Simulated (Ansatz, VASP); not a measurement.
**Two plane-wave programs on Ga**

```
Ga
1.0
     1.45000   -4.06500    0.00000
     1.45000    4.06500    0.00000
     0.00000    0.00000    3.10660
Ga
2
Direct
  0.13300 0.86700 0.75000
  0.86700 0.13300 0.25000
```

Alike in both runs: functional PBE; k mesh 8 × 8 × 7; occupations fermi-dirac, width 0.05 eV; no spin polarisation.

```csv
,VASP,Ansatz
version,VASP 6.6.1,Ansatz 0.2.0
potentials or method,"VASP PAW PBE potentials, release 64 (Ga_d)",Ansatz PAW
plane-wave cutoff (eV),520,420
valence electrons in the cell,26,26
task,single point,band structure
```

VASP gave:

| Property | Result |
| --- | --- |
| gap on the k mesh at the Fermi level (eV) | none |
| pressure (GPa) | 3.0 |
| traceless stress, the component that is largest in VASP (GPa) | 1.41 |
| rms of the force components (eV/Å) | 0.160 |

What did Ansatz give for the same quantities?

gap on the k mesh at the Fermi level (eV): none; pressure (GPa): 2.7; traceless stress, the component that is largest in VASP (GPa): 1.38; rms of the force components (eV/Å): 0.157.

Atom by atom the forces differ by 0.002 eV/Å (rms over components). A gap of «none» marks a metal or a gap that the smearing closes.
